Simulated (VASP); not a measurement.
# SrSbPt (P-6m2) in VASP: a series of runs

Runs on SrSbPt. Level: LDA. Tasks: single point, relaxation of cell and atoms.

Everything below comes from runs of VASP 6.6.1. Logs are shortened: lines on timing, memory, paths and dates and some standing lists are left out, and cuts for length are marked.

### Step 1. The cell of the first run

The structure is hexagonal, space group P-6m2 (No. 187). Conventional cell: a = 4.478 Å, b = 4.478 Å, c = 4.369 Å, α = 90.00°, β = 90.00°, γ = 120.00°. Sr (site symmetry -6m2) has 6 Sb at 3.38 Å and 6 Pt at 3.38 Å and 8 Sr at 4.37 to 4.48 Å within 4.5 Å. Within 3.4 Å of Sb (site symmetry -6m2) lie 3 Pt at 2.59 Å and 6 Sr at 3.38 Å. Within 3.4 Å of Pt (site symmetry -6m2) lie 3 Sb at 2.59 Å and 6 Sr at 3.38 Å.

### Step 2. Single point, LDA

Input file INCAR:

```
ALGO = Normal
EDIFF = 1E-7
ENCUT = 520
ISIF = 2
ISMEAR = -1
LASPH = True
LCHARG = False
LREAL = False
LWAVE = False
NBANDS = 20
NELM = 100
PREC = Accurate
SIGMA = 0.05
```

Input file KPOINTS:

```
k-points
0
Gamma
  9 9 7
```

Input file POSCAR:

```
SrSbPt
1.0
    4.4779455046      0.0000000000      0.0000000000
   -2.2389727523      3.8780145637      0.0000000000
    0.0000000000      0.0000000000      4.3689356038
Sr Sb Pt
1 1 1
Direct
    0.0000000000      0.0000000000      0.0000000000
    0.6666666667      0.3333333333      0.5000000000
    0.3333333333      0.6666666667      0.5000000000
```

Potentials or basis: VASP PAW LDA potentials, release 64 (Sr_sv, Sb, Pt).

Started as:

```bash
$ cat potpaw_LDA.64/Sr_sv/POTCAR potpaw_LDA.64/Sb/POTCAR potpaw_LDA.64/Pt/POTCAR > POTCAR
$ mpirun -np 1 vasp_std > vasp.out
```

OUTCAR:

```text
EDIFF = 1E-7
   ENCUT = 520
   ISIF = 2
   ISMEAR = -1
   LASPH = True
   LREAL = False
   NELM = 100
   PREC = Accurate

 ion  position               nearest neighbor table
   1  0.000  0.000  0.000-   2 3.38   3 3.38   2 3.38   3 3.38   3 3.38   3 3.38   2 3.38   2 3.38
                             2 3.38   2 3.38   3 3.38   3 3.38
   2  0.667  0.333  0.500-   3 2.59   3 2.59   3 2.59   1 3.38   1 3.38   1 3.38   1 3.38   1 3.38
                             1 3.38
   3  0.333  0.667  0.500-   2 2.59   2 2.59   2 2.59   1 3.38   1 3.38   1 3.38   1 3.38   1 3.38
                             1 3.38

  LATTYP: Found a hexagonal cell.
 ALAT       =     4.4779455046
 C/A-ratio  =     0.9756562690

  Lattice vectors:

 A1 = (   4.4779455046,   0.0000000000,   0.0000000000)
 A2 = (  -2.2389727523,   3.8780145637,   0.0000000000)
 A3 = (   0.0000000000,   0.0000000000,   4.3689356038)

Analysis of symmetry for initial positions (statically):
=====================================================================
 Subroutine PRICEL returns:
 Original cell was already a primitive cell.

 Routine SETGRP: Setting up the symmetry group for a
 hexagonal supercell.

 Subroutine GETGRP returns: Found 12 space group operations
 (whereof 12 operations were pure point group operations)
 out of a pool of 24 trial point group operations.

The static configuration has the point symmetry D_3h.

Analysis of symmetry for dynamics (positions and initial velocities):
=====================================================================
 Subroutine PRICEL returns:
 Original cell was already a primitive cell.

 Routine SETGRP: Setting up the symmetry group for a
 hexagonal supercell.

 Subroutine GETGRP returns: Found 12 space group operations
 (whereof 12 operations were pure point group operations)
 out of a pool of 24 trial point group operations.

The dynamic configuration has the point symmetry D_3h.

 Subroutine INISYM returns: Found 12 space group operations
 (whereof 12 operations are pure point group operations),
 and found     1 'primitive' translations

----------------------------------------------------------------------------------------

                                     Primitive cell

  volume of cell :      75.8689

  direct lattice vectors                    reciprocal lattice vectors
     4.477945505  0.000000000  0.000000000     0.223316697  0.128931955  0.000000000
    -2.238972752  3.878014564  0.000000000     0.000000000  0.257863910  0.000000000
     0.000000000  0.000000000  4.368935604     0.000000000  0.000000000  0.228888702

  length of vectors
     4.477945505  4.477945505  4.368935604     0.257863910  0.257863910  0.228888702

  position of ions in fractional coordinates (direct lattice)
     0.000000000  0.000000000  0.000000000
     0.666666667  0.333333333  0.500000000
     0.333333333  0.666666667  0.500000000

  ion indices of the primitive-cell ions
   primitive index   ion index
                 1           1
                 2           2
                 3           3

----------------------------------------------------------------------------------------

 KPOINTS: k-points

Automatic generation of k-mesh.
 Grid dimensions read from file:
 generate k-points for:    9    9    7

 Generating k-lattice:

  Cartesian coordinates                     Fractional coordinates (reciprocal lattice)
     0.024812966  0.014325773  0.000000000     0.111111111  0.000000000  0.000000000
     0.000000000  0.028651546  0.000000000     0.000000000  0.111111111  0.000000000
     0.000000000  0.000000000  0.032698386     0.000000000  0.000000000  0.142857143

  Length of vectors
     0.028651546  0.028651546  0.032698386

  Shift w.r.t. Gamma in fractional coordinates (k-lattice)
     0.000000000  0.000000000  0.000000000

 Subroutine IBZKPT returns following result:
 ===========================================

 Found     48 irreducible k-points:

 Following reciprocal coordinates:
            Coordinates               Weight
  0.000000  0.000000  0.000000      1.000000
  0.111111  0.000000  0.000000      6.000000
  0.222222  0.000000  0.000000      6.000000
  0.333333 -0.000000  0.000000      6.000000
  0.444444  0.000000  0.000000      6.000000
  0.111111  0.111111  0.000000      6.000000
[... 16 lines left out ...]
  0.333333  0.222222  0.142857     24.000000
  0.333333  0.333333  0.142857      4.000000
 [... further k-points ...]
   k-points           NKPTS =     48   k-points in BZ     NKDIM =     48   number of bands    NBANDS=     20
   number of dos      NEDOS =    301   number of ions     NIONS =      3
   total plane-waves  NPLWV =  41472
   dimension x,y,z NGX =    36 NGY =   36 NGZ =   32
   dimension x,y,z NGXF=    72 NGYF=   72 NGZF=   64
   ions per type =               1   1   1
   NGX,Y,Z   is equivalent  to a cutoff of  13.37, 13.37, 12.18 a.u.
   NGXF,Y,Z  is equivalent  to a cutoff of  26.73, 26.73, 24.35 a.u.
 SYSTEM =  unknown system
[... 79 lines left out ...]
      2     -10.9373      2.00000
      3     -10.9240      2.00000
      4     -10.9206      2.00000
      5      -4.5984      2.00000
      6       1.2600      2.00000
[... 12 lines left out ...]
     19      11.0473      0.00000
     20      11.9273      0.00000

 k-point     3 :       0.2222    0.0000    0.0000
  band No.  band energies     occupation
      1     -28.7816      2.00000
      2     -10.9872      2.00000
      3     -10.9296      2.00000
      4     -10.9185      2.00000
      5      -4.2869      2.00000
      6       0.9823      2.00000
[... 12 lines left out ...]
     19      11.3030      0.00000
     20      12.4763      0.00000

 k-point     4 :       0.3333   -0.0000    0.0000
  band No.  band energies     occupation
      1     -28.7793      2.00000
      2     -11.0415      2.00000
      3     -10.9397      2.00000
      4     -10.9121      2.00000
      5      -3.8881      2.00000
      6       0.7103      2.00000
[... 12 lines left out ...]
     19      10.9042      0.00000
     20      13.3725      0.00000

 k-point     5 :       0.4444    0.0000    0.0000
  band No.  band energies     occupation
      1     -28.7779      2.00000
      2     -11.0758      2.00000
      3     -10.9463      2.00000
      4     -10.9078      2.00000
      5      -3.5911      2.00000
      6       0.5572      2.00000
[... 12 lines left out ...]
     19      11.1429      0.00000
     20      12.9213      0.00000

 k-point     6 :       0.1111    0.1111    0.0000
  band No.  band energies     occupation
      1     -28.7822      2.00000
      2     -10.9706      2.00000
      3     -10.9286      2.00000
      4     -10.9202      2.00000
      5      -4.3848      2.00000
      6       1.0667      2.00000
[... 12 lines left out ...]
     19      11.3665      0.00000
     20      12.3337      0.00000

 k-point     7 :       0.2222    0.1111    0.0000
  band No.  band energies     occupation
      1     -28.7801      2.00000
      2     -11.0182      2.00000
      3     -10.9423      2.00000
      4     -10.9142      2.00000
      5      -4.0278      2.00000
      6       0.8201      2.00000
[... 12 lines left out ...]
     19      11.7912      0.00000
     20      12.9524      0.00000
[... 277 lines left out ...]
 k-point    20 :       0.3333    0.1111    0.1429
  band No.  band energies     occupation
      1     -28.7774      2.00000
      2     -11.0500      2.00000
      3     -10.9517      2.00000
      4     -10.9335      2.00000
      5      -3.6504      2.00000
      6       0.7364      2.00000
[... 12 lines left out ...]
     19      12.2743      0.00000
     20      12.9403      0.00000

 k-point    21 :       0.4444    0.1111    0.1429
  band No.  band energies     occupation
      1     -28.7767      2.00000
      2     -11.0645      2.00000
      3     -10.9565      2.00000
      4     -10.9304      2.00000
      5      -3.5103      2.00000
      6       0.6893      2.00000
[... 12 lines left out ...]
     19      12.2879      0.00000
     20      13.2520      0.00000

 k-point    22 :       0.2222    0.2222    0.1429
  band No.  band energies     occupation
      1     -28.7775      2.00000
      2     -11.0358      2.00000
      3     -10.9625      2.00000
      4     -10.9340      2.00000
      5      -3.6823      2.00000
      6       0.8050      2.00000
[... 12 lines left out ...]
     19      12.1434      0.00000
     20      13.0182      0.00000

 k-point    23 :       0.3333    0.2222    0.1429
  band No.  band energies     occupation
      1     -28.7764      2.00000
      2     -11.0460      2.00000
      3     -10.9821      2.00000
      4     -10.9292      2.00000
      5      -3.4771      2.00000
      6       0.8277      2.00000
[... 12 lines left out ...]
     19      12.7905      0.00000
     20      13.3530      0.00000

 k-point    24 :       0.3333    0.3333    0.1429
  band No.  band energies     occupation
      1     -28.7760      2.00000
      2     -11.0294      2.00000
      3     -11.0090      2.00000
      4     -10.9275      2.00000
      5      -3.4092      2.00000
      6       0.9311      2.00000
[... 12 lines left out ...]
     19      13.2912      0.00000
     20      13.3204      0.00000

 [... further k-points ...]
[... 5 lines left out ...]
  --------------------------------------------------------------------------------------
  -------------------------------------------------------------------------------------
  Total        0.1496765      0.1496765      0.1278063      0.0000000      0.0000000      0.0000000
  in kB        3.1608234      3.1608234      2.6989746      0.0000000      0.0000000      0.0000000
  external PRESSURE =       3.0068738 kB  Pullay stress =       0.0000000 kB

 VOLUME and BASIS-vectors are now :
 -----------------------------------------------------------------------------
  energy-cutoff  :      520.00
  volume of cell :       75.87
      direct lattice vectors                 reciprocal lattice vectors
     4.477945505  0.000000000  0.000000000     0.223316697  0.128931955  0.000000000
    -2.238972752  3.878014564  0.000000000     0.000000000  0.257863910  0.000000000
     0.000000000  0.000000000  4.368935604     0.000000000  0.000000000  0.228888702

 POSITION                                       TOTAL-FORCE (eV/Angst)
 -----------------------------------------------------------------------------------
      0.00000      0.00000      0.00000        -0.000000     -0.000000      0.000000
      2.23897      1.29267      2.18447         0.000000     -0.000000      0.000000
     -0.00000      2.58534      2.18447        -0.000000      0.000000      0.000000
 -----------------------------------------------------------------------------------
    total drift:                               -0.000000      0.000000     -0.000000

  FREE ENERGIE OF THE ION-ELECTRON SYSTEM (eV)
  ---------------------------------------------------
  free  energy   TOTEN  =       -17.1076099670 eV

  energy  without entropy=      -17.0976429312  energy(sigma->0) =      -17.10262645
```

Wall time 48 s (1 thread of Intel Xeon Platinum 8259CL at 2.50GHz (Skylake/Cascade Lake), shared host); peak memory 0.22 GiB.

Results:

- Free energy: -17.1076 eV
- Pressure: 0.3 GPa

Caveat: spin-orbit coupling is left out, which moves the levels of the heavy elements.

### Step 3. Relaxation of cell and atoms, LDA

This run uses another cell than the first one, of 25.58 Å³/atom, 1.011 times its volume.

Input file INCAR:

```
SYSTEM = SrSbPt
  PREC = Accurate
  ENCUT = 600
  EDIFF = 1E-6
  ISMEAR = -1
  SIGMA = 0.05
  LREAL = .FALSE.
  LASPH = .TRUE.
  NELM = 100
  ALGO = Normal
  ISIF = 3
  LWAVE = .FALSE.
  LCHARG = .FALSE.
  IBRION = 2
  NSW = 100
  EDIFFG = -0.005
```

Input file KPOINTS:

```
regular mesh
0
G
  9 9 7
  0 0 0
```

Input file POSCAR:

```
SrSbPt
1.0
    4.4151647605      0.0000000000      0.0000000000
   -2.2075823802      3.8236448445      0.0000000000
    0.0000000000      0.0000000000      4.5452604719
Sr Sb Pt
1 1 1
Direct
    0.0000000000      0.0000000000      0.0000000000
    0.6666666667      0.3333333333      0.5000000000
    0.3333333333      0.6666666667      0.5000000000
```

Potentials or basis: VASP PAW LDA potentials, release 64 (Sr_sv, Sb, Pt).

Started as:

```bash
$ cat potpaw_LDA.64/Sr_sv/POTCAR potpaw_LDA.64/Sb/POTCAR potpaw_LDA.64/Pt/POTCAR > POTCAR
$ mpirun -np 1 vasp_std > vasp.out
```

Wall time 4.3 min (1 thread of Intel Xeon Platinum 8259CL at 2.50GHz (Skylake/Cascade Lake), shared host); peak memory 0.25 GiB.

It converged, with:

```yaml
Free_energy: -17.1080 eV
Relaxed_volume: 25.40 Å³/atom
Relaxed_cell: a = 4.481 Å, b = 4.481 Å, c = 4.383 Å, α = 90.00°, β = 90.00°, γ = 120.00°
Space_group_after_relaxing_to_0.05_Å: P-6m2 (No. 187)
Energy_gained_by_relaxing: 9.8 meV/atom
Ionic_steps: 10
Pressure_after_relaxing: 0.0 GPa
```

Step by step:
```tsv
step	energy change (eV)	largest force (eV/Å)	pressure (GPa)	volume (Å³)
1	0.0000	0.0000	1.38	76.73
2	-0.0083	0.0000	-2.38	79.17
3	-0.0173	0.0000	-0.89	78.13
4	-0.0265	0.0000	-0.41	77.14
5	-0.0293	0.0000	0.05	76.27
6	-0.0293	0.0000	0.10	76.18
7	-0.0293	0.0000	0.12	76.14
8	-0.0293	0.0000	-0.12	76.29
9	-0.0294	0.0000	0.02	76.20
10	-0.0294	0.0000	0.02	76.20
```

Final structure:
```
Sr Sb Pt
1.0
     4.48056    0.00000    0.00000
    -2.24028    3.88028    0.00000
     0.00000    0.00000    4.38273
Sr Sb Pt
1 1 1
Direct
  0.00000 0.00000 0.00000
  0.66667 0.33333 0.50000
  0.33333 0.66667 0.50000
```

Levels at points of the mesh, in eV from the Fermi level:
| k point | band 8 | band 9 | band 10 | band 11 | band 12 | band 13 | band 14 | band 15 | band 16 |
| --- | --- | --- | --- | --- | --- | --- | --- | --- | --- |
| (0.00, 0.00, 0.00) | -3.14 | -2.56 | -2.56 | -0.67 | 0.94 | 1.01 | 1.01 | 2.67 | 4.71 |

Caveat: spin-orbit coupling is left out, which moves the levels of the heavy elements.

### Step 4. Single point, LDA

Input file INCAR:

```
SYSTEM = SrSbPt
PREC = Accurate ; ENCUT = 520
EDIFF = 1E-6 ; ISMEAR = -1
SIGMA = 0.05 ; LREAL = .FALSE.
LASPH = .TRUE. ; NELM = 100
ALGO = Normal ; ISIF = 2
LWAVE = .FALSE. ; LCHARG = .FALSE.
GGA = CA ; NBANDS = 20
```

Input file KPOINTS:

```
Automatic mesh
0
G
  9 9 7
  0 0 0
```

Input file POSCAR:

```
SrSbPt
1.0
    4.4783491539      0.0000000000      0.0000000000
   -2.2391745769      3.8783641343      0.0000000000
    0.0000000000      0.0000000000      4.3686898996
Sr Sb Pt
1 1 1
Direct
    0.0000000000      0.0000000000      0.0000000000
    0.6666666667      0.3333333333      0.5000000000
    0.3333333333      0.6666666667      0.5000000000
```

Started as:

```bash
$ cat potpaw_LDA.64/Sr_sv/POTCAR potpaw_LDA.64/Sb/POTCAR potpaw_LDA.64/Pt/POTCAR > POTCAR
$ mpirun -np 1 vasp_std > vasp.out
```

Run time: 46 s. Hardware: 1 thread of Intel Xeon Platinum 8259CL at 2.50GHz (Skylake/Cascade Lake), shared host; peak memory 0.23 GiB.

Results (log left out):

```yaml
Free_energy: -17.1076 eV
Pressure: 0.3 GPa
```

Levels at points of the mesh, in eV from the Fermi level:
| k point | band 8 | band 9 | band 10 | band 11 | band 12 | band 13 | band 14 | band 15 | band 16 | band 17 |
| --- | --- | --- | --- | --- | --- | --- | --- | --- | --- | --- |
| (0.00, 0.00, 0.00) | -3.15 | -2.57 | -2.57 | -0.65 | 0.93 | 1.00 | 1.00 | 2.69 | 4.71 | 4.71 |

Caveat: spin-orbit coupling is left out, which moves the levels of the heavy elements.

### Step 5. Relaxation of cell and atoms, LDA

This run uses another cell than the first one, of 25.58 Å³/atom, 1.011 times its volume.

Input file INCAR:

```
ALGO = Normal
EDIFF = 1E-6
EDIFFG = -0.005
ENCUT = 600
GGA = CA
IBRION = 2
ISIF = 3
ISMEAR = -1
LASPH = T
LCHARG = F
LREAL = F
LWAVE = F
NELM = 100
NSW = 100
PREC = Accurate
SIGMA = 0.05
```

Input file KPOINTS:

```
k-points
0
Gamma
  9 9 7
```

Input file POSCAR:

```
SrSbPt
1.0
    4.4151647605      0.0000000000      0.0000000000
   -2.2075823802      3.8236448445      0.0000000000
    0.0000000000      0.0000000000      4.5452604719
Sr Sb Pt
1 1 1
Direct
    0.0000000000      0.0000000000      0.0000000000
    0.6666666667      0.3333333333      0.5000000000
    0.3333333333      0.6666666667      0.5000000000
```

Started as:

```bash
$ cat potpaw_LDA.64/Sr_sv/POTCAR potpaw_LDA.64/Sb/POTCAR potpaw_LDA.64/Pt/POTCAR > POTCAR
$ mpirun -np 1 vasp_std > vasp.out
```

It took 4.5 min on 1 thread of Intel Xeon Platinum 8259CL at 2.50GHz (Skylake/Cascade Lake), shared host; peak memory 0.25 GiB.

It converged, with:

```yaml
Free_energy: -17.1080 eV
Relaxed_volume: 25.40 Å³/atom
Relaxed_cell: a = 4.481 Å, b = 4.481 Å, c = 4.383 Å, α = 90.00°, β = 90.00°, γ = 120.00°
Space_group_after_relaxing_to_0.05_Å: P-6m2 (No. 187)
Energy_gained_by_relaxing: 9.8 meV/atom
Ionic_steps: 10
Pressure_after_relaxing: 0.0 GPa
```

Step by step:
```
step  energy change (eV)  largest force (eV/Å)  pressure (GPa)  volume (Å³)
   1              0.0000                0.0000            1.38        76.73
   2             -0.0083                0.0000           -2.38        79.17
   3             -0.0173                0.0000           -0.89        78.13
   4             -0.0265                0.0000           -0.41        77.14
   5             -0.0293                0.0000            0.05        76.27
   6             -0.0293                0.0000            0.10        76.18
   7             -0.0293                0.0000            0.12        76.14
   8             -0.0293                0.0000           -0.12        76.29
   9             -0.0294                0.0000            0.02        76.20
  10             -0.0294                0.0000            0.02        76.20
```

Final structure:
```cif
data_structure
_symmetry_space_group_name_H-M 'P 1'
_symmetry_Int_Tables_number 1
_cell_length_a 4.4806
_cell_length_b 4.4806
_cell_length_c 4.3827
_cell_angle_alpha 90.000
_cell_angle_beta 90.000
_cell_angle_gamma 120.000
_cell_volume 76.20
loop_
_atom_site_label
_atom_site_type_symbol
_atom_site_fract_x
_atom_site_fract_y
_atom_site_fract_z
_atom_site_occupancy
Sr1 Sr 0.00000 0.00000 0.00000 1
Sb1 Sb 0.66667 0.33333 0.50000 1
Pt1 Pt 0.33333 0.66667 0.50000 1
```

Levels at points of the mesh, in eV from the Fermi level:
```
           k point  band 8  band 9  band 10  band 11  band 12  band 13  band 14  band 15  band 16
(0.00, 0.00, 0.00)   -3.14   -2.56    -2.56    -0.67     0.94     1.01     1.01     2.67     4.71
```

Caveat: spin-orbit coupling is left out, which moves the levels of the heavy elements.
